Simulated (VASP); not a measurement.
# CoO (R-3m) in VASP: a series of runs

CoO is run at these levels: PBE+U; tasks: single point, relaxation of shape and atoms at fixed volume.

Everything below comes from runs of VASP 6.6.1. Logs are shortened: lines on timing, memory, paths and dates and some standing lists are left out, and cuts for length are marked.

### Step 1. The cell of the first run

The structure is trigonal, space group R-3m (No. 166). Conventional cell: a = 3.073 Å, b = 3.073 Å, c = 7.421 Å, α = 90.00°, β = 90.00°, γ = 120.00°. Within 2.9 Å of Co (site symmetry -3m) lie 6 O at 2.16 Å. O (site symmetry -3m) has 6 Co at 2.16 Å within 2.9 Å.

### Step 2. Single point, PBE+U, collinear spin, ferromagnetic start

File INCAR:

```
ALGO = Normal
EDIFF = 1E-6
ENCUT = 520
GGA = PE
ISIF = 2
ISMEAR = 0
ISPIN = 2
LASPH = True
LCHARG = False
LDAU = True
LDAUJ = 0 0
LDAUL = 2 -1
LDAUPRINT = 1
LDAUTYPE = 2
LDAUU = 3.32 0
LMAXMIX = 4
LORBIT = 11
LREAL = False
LWAVE = False
MAGMOM = 2.88 0.24
NBANDS = 18
NELM = 150
PREC = Accurate
SIGMA = 0.02
```

File KPOINTS:

```
k-points
0
Gamma
  12 12 12
```

File POSCAR:

```
CoO
1.0
    1.5367472031      0.8872414114      2.4735053790
   -1.5367472031      0.8872414114      2.4735053790
    0.0000000000     -1.7744828228      2.4735053790
Co O
1 1
Direct
    0.0000000000      0.0000000000      0.0000000000
    0.5000000000      0.5000000000      0.5000000000
```

Potentials or basis: VASP PAW PBE potentials, release 64 (Co, O).

Started as:

```sh
$ cat potpaw_PBE.64/Co/POTCAR potpaw_PBE.64/O/POTCAR > POTCAR
$ mpirun -np 1 vasp_std > vasp.out
```

OUTCAR:

```text
EDIFF = 1E-6
   ENCUT = 520
   GGA = PE
   ISIF = 2
   ISMEAR = 0
   ISPIN = 2
   LASPH = True
   LORBIT = 11
   LREAL = False
   NELM = 150
   PREC = Accurate

 ion  position               nearest neighbor table
   1  0.000  0.000  0.000-   2 2.16   2 2.16   2 2.16   2 2.16   2 2.16   2 2.16
   2  0.500  0.500  0.500-   1 2.16   1 2.16   1 2.16   1 2.16   1 2.16   1 2.16

  LATTYP: Found a trigonal (rhomboedric) cell.
 ALAT       =     3.0441777458
 COS(alpha) =     0.4903232241

  Lattice vectors:

 A1 = (   1.5367472031,   0.8872414114,   2.4735053790)
 A2 = (  -1.5367472031,   0.8872414114,   2.4735053790)
 A3 = (   0.0000000000,  -1.7744828228,   2.4735053790)

Analysis of symmetry for initial positions (statically):
=====================================================================
 Subroutine PRICEL returns:
 Original cell was already a primitive cell.

 Routine SETGRP: Setting up the symmetry group for a
 trigonal (rhombohedral) supercell.

 Subroutine GETGRP returns: Found 12 space group operations
 (whereof 12 operations were pure point group operations)
 out of a pool of 12 trial point group operations.

The static configuration has the point symmetry D_3d.

Analysis of symmetry for dynamics (positions and initial velocities):
=====================================================================
 Subroutine PRICEL returns:
 Original cell was already a primitive cell.

 Routine SETGRP: Setting up the symmetry group for a
 trigonal (rhombohedral) supercell.

 Subroutine GETGRP returns: Found 12 space group operations
 (whereof 12 operations were pure point group operations)
 out of a pool of 12 trial point group operations.

The dynamic configuration has the point symmetry D_3d.

Analysis of structural, dynamic, and magnetic symmetry:
=====================================================================
 Subroutine PRICEL returns:
 Original cell was already a primitive cell.

 Routine SETGRP: Setting up the symmetry group for a
 trigonal (rhombohedral) supercell.

 Subroutine GETGRP returns: Found 12 space group operations
 (whereof 12 operations were pure point group operations)
 out of a pool of 12 trial point group operations.

The overall configuration has the point symmetry D_3d.

 Subroutine INISYM returns: Found 12 space group operations
 (whereof 12 operations are pure point group operations),
 and found     1 'primitive' translations

----------------------------------------------------------------------------------------

                                     Primitive cell

  volume of cell :      20.2352

  direct lattice vectors                    reciprocal lattice vectors
     1.536747203  0.887241411  2.473505379     0.325362557  0.187848160  0.134761515
    -1.536747203  0.887241411  2.473505379    -0.325362557  0.187848160  0.134761515
     0.000000000 -1.774482823  2.473505379     0.000000000 -0.375696320  0.134761515

  length of vectors
     3.044177746  3.044177746  3.044177746     0.399134553  0.399134553  0.399134553

  position of ions in fractional coordinates (direct lattice)
     0.000000000  0.000000000  0.000000000
     0.500000000  0.500000000  0.500000000

  ion indices of the primitive-cell ions
   primitive index   ion index
                 1           1
                 2           2

----------------------------------------------------------------------------------------

 KPOINTS: k-points

Automatic generation of k-mesh.
 Grid dimensions read from file:
 generate k-points for:   12   12   12
[... 58 lines left out ...]
   ISPIN  =      2    spin polarized calculation?
   LNONCOLLINEAR =      F non collinear calculations
   LSORBIT =      F    spin-orbit coupling
   LASPH  =      T    aspherical Exc in radial PAW
   ENCUT  =  520.0 eV  38.22 Ry    6.18 a.u.   5.66  5.66  5.66*2*pi/ulx,y,z
   NELM   =    150;   NELMIN=  2; NELMDL= -5     # of ELM steps
   EDIFF  = 0.1E-05   stopping-criterion for ELM
   LREAL  =      F    real-space projection
   EDIFFG = 0.1E-04   stopping-criterion for IOM
   NSW    =      0    number of steps for IOM
   IBRION =     -1    ionic relax: 0-MD 1-quasi-New 2-CG
   NFREE  =      0    steps in history (QN), initial steepest desc. (CG)
   ISIF   =      2    stress and relaxation
   ISYM   =      2    0-nonsym 1-usesym 2-fastsym
   POTIM  = 0.5000    time-step for ionic-motion
   TEBEG  =    0.0;   TEEND  =   0.0 temperature during run
   PSTRESS=    0.0 pullay stress
   NELECT =      15.0000    total number of electrons
   NUPDOWN=      -1.0000    fix difference up-down
   EMIN   =  10.00;   EMAX   =-10.00  energy-range for DOS
   EFERMI =   0.00;   METHOD = LEGACY
   ISMEAR =     0;   SIGMA  =   0.02  broadening in eV -4-tet -1-fermi 0-gaus
   EFERMI_NEDOS =   21; number of points for ismear=-14 and -15
   IALGO  =     38    algorithm
   IMIX   =      4    mixing-type and parameters
     AMIX     =   0.40;   BMIX     =  1.00
     AMIX_MAG =   1.60;   BMIX_MAG =  1.00
  volume/ion in A,a.u.               =      10.12        68.28
  Fermi-wavevector in a.u.,A,eV,Ry     =   1.481616  2.799849 29.867338  2.195187
  Thomas-Fermi vector in A             =   2.595505
   LORBIT       =     11    0 simple, 1 ext, 2 COOP (PROOUT), +10 PAW based schemes
 LDA+U is selected, type is set to LDAUTYPE =  2
   angular momentum for each species LDAUL =     2   -1
   U (eV)           for each species LDAUU =   3.3  0.0
   J (eV)           for each species LDAUJ =   0.0  0.0
   GGA     = PE    functional components
   LHFCALC =     F    Hartree Fock is set to
   AEXX    =    0.0000 exact exchange contribution
   IVDW    =     0    specifies the selected vdW correction
   LEPSILON=     F    determine dielectric tensor
   LRPA    =     F    only Hartree local field effects (RPA)
 spin polarized calculation
 Gauss-broadening in eV      SIGMA  =   0.02
  energy-cutoff  :      520.00
  volume of cell :       20.24
 maximum number of plane-waves:       556
   NGX = 11   NGY = 11   NGZ = 11

atom =   1  type =  1  l = 2

 onsite density matrix

spin component  1

  0.9809 -0.0000  0.0000 -0.0183  0.0000
 -0.0000  0.9934 -0.0000  0.0000 -0.0183
  0.0000 -0.0000  0.9657 -0.0000  0.0000
 -0.0183  0.0000 -0.0000  0.9934  0.0000
  0.0000 -0.0183  0.0000  0.0000  0.9809

spin component  2

  0.4693  0.0000 -0.0000  0.1231  0.0000
  0.0000  0.1622  0.0000 -0.0000  0.1231
 -0.0000  0.0000  0.9577  0.0000  0.0000
  0.1231 -0.0000  0.0000  0.1622 -0.0000
  0.0000  0.1231  0.0000 -0.0000  0.4693

 occupancies and eigenvectors

  o =  0.1189  v =  0.0000  0.0000  0.0000  0.0000  0.0000 -0.3315  0.0000 -0.0000  0.9434  0.0000      0.0000  0.0000  0.0000  0.0000  0.0000  0.0000  0.0000  0.0000  0.0000  0.0000
  o =  0.1189  v =  0.0000  0.0000  0.0000  0.0000  0.0000  0.0000 -0.9434 -0.0000 -0.0000  0.3315      0.0000  0.0000  0.0000  0.0000  0.0000  0.0000  0.0000  0.0000  0.0000  0.0000
  o =  0.5126  v =  0.0000  0.0000  0.0000  0.0000  0.0000 -0.9434  0.0000  0.0000 -0.3315 -0.0000      0.0000  0.0000  0.0000  0.0000  0.0000  0.0000  0.0000  0.0000  0.0000  0.0000
  o =  0.5126  v =  0.0000  0.0000  0.0000  0.0000  0.0000  0.0000  0.3315 -0.0000 -0.0000  0.9434      0.0000  0.0000  0.0000  0.0000  0.0000  0.0000  0.0000  0.0000  0.0000  0.0000
  o =  0.9577  v =  0.0000  0.0000  0.0000  0.0000  0.0000  0.0000 -0.0000 -1.0000 -0.0000 -0.0000      0.0000  0.0000  0.0000  0.0000  0.0000  0.0000  0.0000  0.0000  0.0000  0.0000
  o =  0.9657  v =  0.0000 -0.0000  1.0000  0.0000 -0.0000  0.0000  0.0000  0.0000  0.0000  0.0000      0.0000  0.0000  0.0000  0.0000  0.0000  0.0000  0.0000  0.0000  0.0000  0.0000
  o =  0.9679  v = -0.8136 -0.0000  0.0000 -0.5815  0.0000  0.0000  0.0000  0.0000  0.0000  0.0000      0.0000  0.0000  0.0000  0.0000  0.0000  0.0000  0.0000  0.0000  0.0000  0.0000
  o =  0.9679  v =  0.0000 -0.5815 -0.0000  0.0000 -0.8136  0.0000  0.0000  0.0000  0.0000  0.0000      0.0000  0.0000  0.0000  0.0000  0.0000  0.0000  0.0000  0.0000  0.0000  0.0000
  o =  1.0065  v =  0.5815 -0.0000  0.0000 -0.8136  0.0000  0.0000  0.0000  0.0000  0.0000  0.0000      0.0000  0.0000  0.0000  0.0000  0.0000  0.0000  0.0000  0.0000  0.0000  0.0000
  o =  1.0065  v =  0.0000 -0.8136  0.0000  0.0000  0.5815  0.0000  0.0000  0.0000  0.0000  0.0000      0.0000  0.0000  0.0000  0.0000  0.0000  0.0000  0.0000  0.0000  0.0000  0.0000

 number of electron      15.0000001 magnetization       2.9999446

 Free energy of the ion-electron system (eV)
  ---------------------------------------------------
  ext. energy  EPLUGINS =         0.00000000
  ---------------------------------------------------
  free energy    TOTEN  =       -11.46813613 eV

  energy without entropy =      -11.46781204  energy(sigma->0) =      -11.46797408

 E-fermi :   7.0994     XC(G=0): -12.1187

 val. band max:        7.0985300511   @ k =   0.3333   0.0833   0.0833
 cond. band min:       7.0996929592   @ k =  -0.1667   0.1667   0.0000
 fundamental gap:      0.0011629081
 Fermi energy:         7.0994496657

 spin component 1

 k-point     1 :       0.0000    0.0000    0.0000
  band No.  band energies     occupation
      1     -12.3363      1.00000
      2       2.2241      1.00000
      3       2.2241      1.00000
      4       2.4609      1.00000
      5       2.4609      1.00000
      6       3.1610      1.00000
[... 1001 lines left out ...]
     17      34.7171      0.00000
     18      36.2208      0.00000

 [... further k-points ...]
[... 5 lines left out ...]
  --------------------------------------------------------------------------------------
  -------------------------------------------------------------------------------------
  Total       -0.9125263     -0.9125263     -0.9846238      0.0000000     -0.0000000     -0.0000000
  in kB      -72.2516259    -72.2516259    -77.9601341      0.0000000     -0.0000000     -0.0000000
  external PRESSURE =     -74.1544620 kB  Pullay stress =       0.0000000 kB

 VOLUME and BASIS-vectors are now :
 -----------------------------------------------------------------------------
  energy-cutoff  :      520.00
  volume of cell :       20.24
      direct lattice vectors                 reciprocal lattice vectors
     1.536747203  0.887241411  2.473505379     0.325362557  0.187848160  0.134761515
    -1.536747203  0.887241411  2.473505379    -0.325362557  0.187848160  0.134761515
     0.000000000 -1.774482823  2.473505379     0.000000000 -0.375696320  0.134761515

 POSITION                                       TOTAL-FORCE (eV/Angst)
 -----------------------------------------------------------------------------------
      0.00000      0.00000      0.00000        -0.000000     -0.000000     -0.000000
      0.00000      0.00000      3.71026         0.000000      0.000000      0.000000
 -----------------------------------------------------------------------------------
    total drift:                               -0.000000      0.000000     -0.000000

  FREE ENERGIE OF THE ION-ELECTRON SYSTEM (eV)
  ---------------------------------------------------
  free  energy   TOTEN  =       -11.4681361298 eV

  energy  without entropy=      -11.4678120389  energy(sigma->0) =      -11.46797408

 total charge

# of ion       s       p       d       tot
------------------------------------------
    1        0.286   0.333   7.113   7.732
    2        1.553   3.423   0.000   4.977
--------------------------------------------------
tot          1.839   3.757   7.113  12.708

 magnetization (x)

# of ion       s       p       d       tot
------------------------------------------
    1        0.020   0.016   2.692   2.729
    2        0.021   0.226   0.000   0.247
--------------------------------------------------
tot          0.042   0.242   2.692   2.976
```

Wall time 53 s (1 thread of Intel Xeon 6975P-C (Granite Rapids), shared host); peak memory 0.23 GiB.

Results:

* Free energy: -11.4681 eV
* Pressure: -7.4 GPa
* Band gap on the k mesh: zero (filled and empty bands overlap)
* Net moment: 3.00 μB per cell
* Site moments: Co +2.73; O +0.25 μB
* Valence electrons inside the program's atomic spheres: Co 7.73; O 4.98

Levels at points of the mesh, in eV from the Fermi level:
Spin up:
```
           k point  band 5  band 6  band 7  band 8  band 9  band 10  band 11  band 12  band 13  band 14
(0.00, 0.00, 0.00)   -4.64   -3.94   -2.59   -2.59   -2.48     1.00    16.90    16.90    16.92    17.49
(0.50, 0.00, 0.00)   -4.06   -3.55   -3.04   -0.55   -0.50     5.21     9.09    13.26    13.51    19.47
(0.50, 0.50, 0.00)   -4.06   -3.83   -3.79   -3.67   -3.29     5.70     9.84    10.92    15.33    15.60
(0.50, 0.50, 0.50)   -4.09   -4.09   -2.54   -0.52   -0.52     5.14     9.30    13.06    13.06    19.44
```
Spin down:
```tsv
k point	band 2	band 3	band 4	band 5	band 6	band 7	band 8	band 9	band 10	band 11
(0.00, 0.00, 0.00)	-2.48	-2.12	-2.12	-2.02	-0.83	-0.83	1.54	1.55	1.55	16.80
(0.50, 0.00, 0.00)	-6.94	-3.91	-3.67	-1.45	-0.02	0.49	3.67	3.78	5.49	9.91
(0.50, 0.50, 0.00)	-5.76	-3.34	-3.24	-2.68	-0.54	0.23	2.10	2.29	6.66	10.25
(0.50, 0.50, 0.50)	-7.13	-3.95	-3.95	-1.12	0.40	0.40	3.68	3.68	5.42	10.04
```

Eigenvalues of the final occupation matrices:
```tsv
site	spin	trace	eigenvalues
site 1 d	1	4.91	0.97 0.97 0.97 1.01 1.01
site 1 d	2	2.22	0.12 0.12 0.51 0.51 0.96
```

Caveat: the cell stands under tension; a cell with one magnetic atom can't hold antiferromagnetic order, which such compounds often take. The state reached can hang on the start; a lower one may exist.

[end of part 1 of 2]
